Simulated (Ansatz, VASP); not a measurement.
One calculation of Zn, two programs

```
Zn
1.0
     2.59526    0.00000    0.00000
    -1.29763    2.24756    0.00000
     0.00000    0.00000    4.99071
Zn
2
Direct
  0.33333 0.66667 0.25000
  0.66667 0.33333 0.75000
```

Alike in both runs: functional r2SCAN; k mesh 18 × 18 × 8; occupations gaussian, width 0.1 eV; no spin polarisation.

Ansatz relaxed the structure, and its values are those at the end. VASP's run is a single point on that final structure, the one shown.

```csv
,VASP,Ansatz
version,VASP 6.6.1,Ansatz 0.2.0
potentials or method,"VASP PAW PBE potentials, release 64 (Zn), cutoff 520 eV","scalar-relativistic, plane waves, PAW"
valence electrons in the cell,24,24
```

```tsv
	VASP	Ansatz	Ansatz less VASP
gap on the k mesh at the Fermi level (eV)	none	none	-
pressure (GPa)	0.5	0.0	-0.51
```

VASP's potentials were made for PBE, not for r2SCAN. A gap of «none» marks a metal or a gap that the smearing closes.
